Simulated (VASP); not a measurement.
# Pd in VASP: density of states with PBE

Aim: the density of states of Pd with PBE.

All numbers are computed with VASP 6.6.1; they aren't measurements. Logs are shortened: lines on timing, memory, paths and dates and some standing lists are left out, and cuts for length are marked.

## (1) The cell of the first run

The cell holds a slab with vacuum, 1 atom: a = 2.790 Å, b = 3.946 Å, c = 16.000 Å, α = 90.00°, β = 90.00°, γ = 90.00°.

## (2) Density of states, PBE

Input file POSCAR:

```
Pd
1.0
    2.7903171817      0.0000000000      0.0000000000
    0.0000000000      3.9461044017      0.0000000000
    0.0000000000      0.0000000000     16.0000000000
Pd
1
Direct
    0.0000000000      0.0000000000      0.5000000000
```

Input file INCAR.step1:

```
SYSTEM = Pd
PREC     = Accurate       ! precision mode
ENCUT    = 520            ! plane-wave cutoff, eV
EDIFF    = 1E-6           ! SCF threshold, eV
ISMEAR   = -1             ! smearing method
SIGMA    = 0.1            ! smearing width, eV
LREAL    = .FALSE.        ! projectors in reciprocal space
LASPH    = .TRUE.         ! aspherical terms in the spheres
NELM     = 60             ! most SCF steps
ALGO     = Normal         ! electronic algorithm
ISIF     = 2              ! what is computed and relaxed
LWAVE    = .FALSE.        ! write WAVECAR
LCHARG   = .TRUE.         ! write CHGCAR
LMAXMIX  = 4              ! l up to which the mixer works
LDIPOL   = .TRUE.       
IDIPOL   = 3            
DIPOL    = 0.5 0.5 0.500
GGA      = PE             ! functional
NBANDS   = 11             ! bands
```

Input file KPOINTS.step1:

```
Automatic mesh
0
G
  12 8 1
  0 0 0
```

Input file INCAR.step2:

```
SYSTEM = Pd
PREC     = Accurate       ! precision mode
ENCUT    = 520            ! plane-wave cutoff, eV
EDIFF    = 1E-6           ! SCF threshold, eV
ISMEAR   = -5             ! smearing method
SIGMA    = 0.1            ! smearing width, eV
LREAL    = .FALSE.        ! projectors in reciprocal space
LASPH    = .TRUE.         ! aspherical terms in the spheres
NELM     = 60             ! most SCF steps
ALGO     = Normal         ! electronic algorithm
ISIF     = 2              ! what is computed and relaxed
LWAVE    = .FALSE.        ! write WAVECAR
LCHARG   = .FALSE.        ! write CHGCAR
LMAXMIX  = 4              ! l up to which the mixer works
LDIPOL   = .TRUE.       
IDIPOL   = 3            
DIPOL    = 0.5 0.5 0.500
GGA      = PE             ! functional
LORBIT   = 11             ! projections on sites
NEDOS    = 1001           ! points of the DOS
ICHARG   = 11             ! starting density
```

Input file KPOINTS.step2:

```
Automatic mesh
0
G
  18 12 1
  0 0 0
```

Potentials or basis: VASP PAW PBE potentials, release 64 (Pd).

Command:

```sh
cat potpaw_PBE.64/Pd/POTCAR > POTCAR
cp INCAR.step1 INCAR
cp KPOINTS.step1 KPOINTS
mpirun -np 1 vasp_std > vasp.out
cp INCAR.step2 INCAR
cp KPOINTS.step2 KPOINTS
mpirun -np 1 vasp_std > vasp.out
```

OUTCAR:

```text
SYSTEM = Pd
   PREC = Accurate
   ENCUT = 520
   EDIFF = 1E-6
   ISMEAR = -5
   LREAL = .FALSE.
   LASPH = .TRUE.
   NELM = 60
   ISIF = 2
   GGA = PE
   LORBIT = 11
   ICHARG = 11

 ion  position               nearest neighbor table
   1  0.000  0.000  0.500-

  LATTYP: Found a simple orthorhombic cell.
 ALAT       =     2.7903171817
 B/A-ratio  =     1.4142135624
 C/A-ratio  =     5.7341151411

  Lattice vectors:

 A1 = (   2.7903171817,   0.0000000000,   0.0000000000)
 A2 = (   0.0000000000,   3.9461044017,   0.0000000000)
 A3 = (   0.0000000000,   0.0000000000,  16.0000000000)

Analysis of symmetry for initial positions (statically):
=====================================================================
 Subroutine PRICEL returns:
 Original cell was already a primitive cell.

 Routine SETGRP: Setting up the symmetry group for a
 simple orthorhombic supercell.

 Subroutine GETGRP returns: Found  8 space group operations
 (whereof  8 operations were pure point group operations)
 out of a pool of  8 trial point group operations.

The static configuration has the point symmetry D_2h.

Analysis of symmetry for dynamics (positions and initial velocities):
=====================================================================
 Subroutine PRICEL returns:
 Original cell was already a primitive cell.

 Routine SETGRP: Setting up the symmetry group for a
 simple orthorhombic supercell.

 Subroutine GETGRP returns: Found  8 space group operations
 (whereof  8 operations were pure point group operations)
 out of a pool of  8 trial point group operations.

The dynamic configuration has the point symmetry D_2h.

 Subroutine INISYM returns: Found  8 space group operations
 (whereof  8 operations are pure point group operations),
 and found     1 'primitive' translations

----------------------------------------------------------------------------------------

                                     Primitive cell

  volume of cell :     176.1741

  direct lattice vectors                    reciprocal lattice vectors
     2.790317182  0.000000000  0.000000000     0.358382196  0.000000000  0.000000000
     0.000000000  3.946104402  0.000000000     0.000000000  0.253414481  0.000000000
     0.000000000  0.000000000 16.000000000     0.000000000  0.000000000  0.062500000

  length of vectors
     2.790317182  3.946104402 16.000000000     0.358382196  0.253414481  0.062500000

  position of ions in fractional coordinates (direct lattice)
     0.000000000  0.000000000  0.500000000

  ion indices of the primitive-cell ions
   primitive index   ion index
                 1           1

----------------------------------------------------------------------------------------

 KPOINTS: Automatic mesh

Automatic generation of k-mesh.
 Grid dimensions read from file:
 generate k-points for:   18   12    1

 Generating k-lattice:

  Cartesian coordinates                     Fractional coordinates (reciprocal lattice)
     0.019910122  0.000000000  0.000000000     0.055555556  0.000000000  0.000000000
     0.000000000  0.021117873  0.000000000     0.000000000  0.083333333  0.000000000
     0.000000000  0.000000000  0.062500000     0.000000000  0.000000000  1.000000000

  Length of vectors
     0.019910122  0.021117873  0.062500000

  Shift w.r.t. Gamma in fractional coordinates (k-lattice)
     0.000000000  0.000000000  0.000000000

 TETIRR: Found    648 inequivalent tetrahedra from     1296

 Subroutine IBZKPT returns following result:
 ===========================================

 Found     70 irreducible k-points:

 Following reciprocal coordinates:
            Coordinates               Weight
  0.000000  0.000000  0.000000      1.000000
  0.055556  0.000000  0.000000      2.000000
  0.111111  0.000000  0.000000      2.000000
  0.166667  0.000000  0.000000      2.000000
  0.222222  0.000000  0.000000      2.000000
  0.277778  0.000000  0.000000      2.000000
[... 16 lines left out ...]
  0.111111  0.166667  0.000000      4.000000
  0.166667  0.166667  0.000000      4.000000
 [... further k-points ...]
   k-points           NKPTS =     70   k-points in BZ     NKDIM =     70   number of bands    NBANDS=      9
   number of dos      NEDOS =   1001   number of ions     NIONS =      1
   total plane-waves  NPLWV =  86400
   dimension x,y,z NGX =    24 NGY =   30 NGZ =  120
   dimension x,y,z NGXF=    48 NGYF=   60 NGZF=  240
   ions per type =               1
   NGX,Y,Z   is equivalent  to a cutoff of  14.30, 12.64, 12.47 a.u.
   NGXF,Y,Z  is equivalent  to a cutoff of  28.60, 25.28, 24.94 a.u.
 SYSTEM =  Pd
   PREC   = accura    normal or accurate (medium, high low for compatibility)
   ISTART =      0    job   : 0-new  1-cont  2-samecut
   ICHARG =     11    charge: 1-file 2-atom 10-const
   ISPIN  =      1    spin polarized calculation?
   LNONCOLLINEAR =      F non collinear calculations
   LSORBIT =      F    spin-orbit coupling
   LASPH  =      T    aspherical Exc in radial PAW
   ENCUT  =  520.0 eV  38.22 Ry    6.18 a.u.   5.19  7.34 29.75*2*pi/ulx,y,z
   NELM   =     60;   NELMIN=  2; NELMDL=  0     # of ELM steps
   EDIFF  = 0.1E-05   stopping-criterion for ELM
   LREAL  =      F    real-space projection
   EDIFFG = 0.1E-04   stopping-criterion for IOM
   NSW    =      0    number of steps for IOM
   IBRION =     -1    ionic relax: 0-MD 1-quasi-New 2-CG
   NFREE  =      0    steps in history (QN), initial steepest desc. (CG)
   ISIF   =      2    stress and relaxation
   ISYM   =      2    0-nonsym 1-usesym 2-fastsym
   POTIM  = 0.5000    time-step for ionic-motion
   TEBEG  =    0.0;   TEEND  =   0.0 temperature during run
   PSTRESS=    0.0 pullay stress
   NELECT =      10.0000    total number of electrons
   NUPDOWN=      -1.0000    fix difference up-down
   EMIN   =  10.00;   EMAX   =-10.00  energy-range for DOS
   EFERMI =   0.00;   METHOD = LEGACY
   ISMEAR =    -5;   SIGMA  =   0.10  broadening in eV -4-tet -1-fermi 0-gaus
   EFERMI_NEDOS =   21; number of points for ismear=-14 and -15
   IALGO  =     38    algorithm
   IMIX   =      4    mixing-type and parameters
     AMIX     =   0.40;   BMIX     =  1.00
     AMIX_MAG =   1.60;   BMIX_MAG =  1.00
  volume/ion in A,a.u.               =     176.17      1188.88
  Fermi-wavevector in a.u.,A,eV,Ry     =   0.629160  1.188939  5.385754  0.395842
  Thomas-Fermi vector in A             =   1.691353
   LORBIT       =     11    0 simple, 1 ext, 2 COOP (PROOUT), +10 PAW based schemes
   GGA     = PE    functional components
   LHFCALC =     F    Hartree Fock is set to
   AEXX    =    0.0000 exact exchange contribution
   IVDW    =     0    specifies the selected vdW correction
   LEPSILON=     F    determine dielectric tensor
   LRPA    =     F    only Hartree local field effects (RPA)
 non-spin polarized calculation
 Fermi weights with tetrahedron method with Bloechl corrections
  energy-cutoff  :      520.00
  volume of cell :      176.17
 maximum number of plane-waves:      4783
 NGX is ok and might be reduce to    24

 number of electron       9.9999997 magnetization

 dipolmoment           0.000000      0.000000     -0.000000 electrons x Angstroem

 Free energy of the ion-electron system (eV)
  ---------------------------------------------------
  ext. energy  EPLUGINS =         0.00000000
  ---------------------------------------------------
  free energy    TOTEN  =        -2.71842587 eV

  energy without entropy =       -2.71842587  energy(sigma->0) =       -2.71842587

 E-fermi :  -4.0298     XC(G=0):  -2.3060

 val. band max:       -4.0324783561   @ k =   0.0000   0.3333   0.0000
 cond. band min:      -4.0424373700   @ k =   0.0556   0.2500   0.0000
 fundamental gap:     -0.0099590139
 Fermi energy:        -4.0298000231

 k-point     1 :       0.0000    0.0000    0.0000
  band No.  band energies     occupation
      1      -6.7858      2.00000
      2      -5.2704      2.00000
      3      -4.6029      2.00000
      4      -4.5871      2.00000
      5      -3.9866     -0.07015
      6      -3.9807     -0.21188
      7      -1.0852      0.00000
      8       1.0356      0.00000
      9       1.9391      0.00000

 k-point     2 :       0.0556    0.0000    0.0000
  band No.  band energies     occupation
      1      -6.6968      2.00000
      2      -5.2460      2.00000
      3      -4.5947      2.00000
      4      -4.5635      2.00000
      5      -4.0568      1.80973
      6      -4.0445      1.57825
      7      -0.9888      0.00000
      8       1.0939      0.00000
      9       2.0045      0.00000

 k-point     3 :       0.1111    0.0000    0.0000
  band No.  band energies     occupation
      1      -6.4357      2.00000
      2      -5.1759      2.00000
      3      -4.5712      2.00000
      4      -4.4896      2.00000
      5      -4.2576      2.00000
      6      -4.2054      2.00000
      7      -0.7205      0.00000
      8       1.2688      0.00000
      9       2.1992      0.00000

 k-point     4 :       0.1667    0.0000    0.0000
  band No.  band energies     occupation
      1      -6.0239      2.00000
      2      -5.0686      2.00000
      3      -4.5349      2.00000
      4      -4.5276      2.00000
      5      -4.4366      2.00000
      6      -4.3523      2.00000
      7      -0.3189      0.00000
      8       1.5606      0.00000
      9       2.5191      0.00000
[... 205 lines left out ...]
 k-point    22 :       0.0556    0.1667    0.0000
  band No.  band energies     occupation
      1      -6.6684      2.00000
      2      -5.0073      2.00000
      3      -4.6718      2.00000
      4      -4.4834      2.00000
      5      -4.0541      1.90843
      6      -4.0524      1.70422
      7      -0.6860      0.00000
      8       1.3540      0.00000
      9       2.2702      0.00000

 k-point    23 :       0.1111    0.1667    0.0000
  band No.  band energies     occupation
      1      -6.4115      2.00000
      2      -4.9612      2.00000
      3      -4.6464      2.00000
      4      -4.4293      2.00000
      5      -4.2470      2.00000
      6      -4.1724      2.05253
      7      -0.4236      0.00000
      8       1.5290      0.00000
      9       2.4656      0.00000

 k-point    24 :       0.1667    0.1667    0.0000
  band No.  band energies     occupation
      1      -6.0073      2.00000
      2      -4.9032      2.00000
      3      -4.6156      2.00000
      4      -4.5071      2.00000
      5      -4.5030      2.00000
      6      -4.1385      1.66554
      7      -0.0273      0.00000
      8       1.8209      0.00000
      9       2.7863      0.00000

 [... further k-points ...]

------------------------ aborting loop because EDIFF is reached ----------------------------------------

 vacuum level on the upper side and lower side of the slab       (xc-potential included)        -0.056        -0.056

  FORCE on cell =-STRESS in cart. coord.  units (eV):
  Direction    XX          YY          ZZ          XY          YZ          ZX
  --------------------------------------------------------------------------------------
  -------------------------------------------------------------------------------------
  Total       -1.9827026     -0.9855819      0.5529602      0.0000000      0.0000000      0.0000000
  in kB      -18.0312583     -8.9631608      5.0287762      0.0000000      0.0000000      0.0000000
  external PRESSURE =      -7.3218810 kB  Pullay stress =       0.0000000 kB

 VOLUME and BASIS-vectors are now :
 -----------------------------------------------------------------------------
  energy-cutoff  :      520.00
  volume of cell :      176.17
      direct lattice vectors                 reciprocal lattice vectors
     2.790317182  0.000000000  0.000000000     0.358382196  0.000000000  0.000000000
     0.000000000  3.946104402  0.000000000     0.000000000  0.253414481  0.000000000
     0.000000000  0.000000000 16.000000000     0.000000000  0.000000000  0.062500000

 POSITION                                       TOTAL-FORCE (eV/Angst)
 -----------------------------------------------------------------------------------
      0.00000      0.00000      8.00000         0.000000      0.000000      0.000000
 -----------------------------------------------------------------------------------
    total drift:                                0.000000      0.000000      0.000000

  FREE ENERGIE OF THE ION-ELECTRON SYSTEM (eV)
  ---------------------------------------------------
  free  energy   TOTEN  =        -2.7184258708 eV

  energy  without entropy=       -2.7184258708  energy(sigma->0) =       -2.71842587

 vacuum level on the upper side and lower side of the slab         1.227         1.227

 total charge

# of ion       s       p       d       tot
------------------------------------------
    1        0.253   0.065   8.687   9.005
```

Wall time 1.7 min (1 thread of Intel Xeon 6975P-C, shared host); peak memory 0.32 GiB.

Results:

- Valence electrons inside the program's atomic spheres: Pd 9.01

Caveat: tetrahedron occupations give inexact forces and stress in metals.
